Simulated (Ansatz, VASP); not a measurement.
## SrO: VASP beside Ansatz

```
Sr O
1.0
     0.00000    2.62309    2.62309
     2.62309    0.00000    2.62309
     2.62309    2.62309    0.00000
Sr O
1 1
Direct
  0.50000 0.50000 0.50000
  0.00000 0.00000 0.00000
```

Alike in both runs: task single point; functional PBE; k mesh 8 × 8 × 8; occupations gaussian, width 0.02 eV; no spin polarisation.

|  | VASP | Ansatz |
| --- | --- | --- |
| version | VASP 6.6.1 | Ansatz 0.2.0 |
| potentials or method | VASP PAW PBE potentials, release 64 (Sr_sv, O), cutoff 520 eV | scalar-relativistic, plane waves, PAW |
| valence electrons in the cell | 16 | 16 |

Ansatz gave:

- gap on the k mesh at the Fermi level (eV): 3.33
- least direct gap on the mesh (eV): 3.45
- pressure (GPa): -2.3

Problem. Estimate VASP's values.

Solution. gap on the k mesh at the Fermi level (eV): 3.29; least direct gap on the mesh (eV): 3.41; pressure (GPa): -1.9.

With one functional, cell and mesh, what is left measures potentials, basis and numerics.
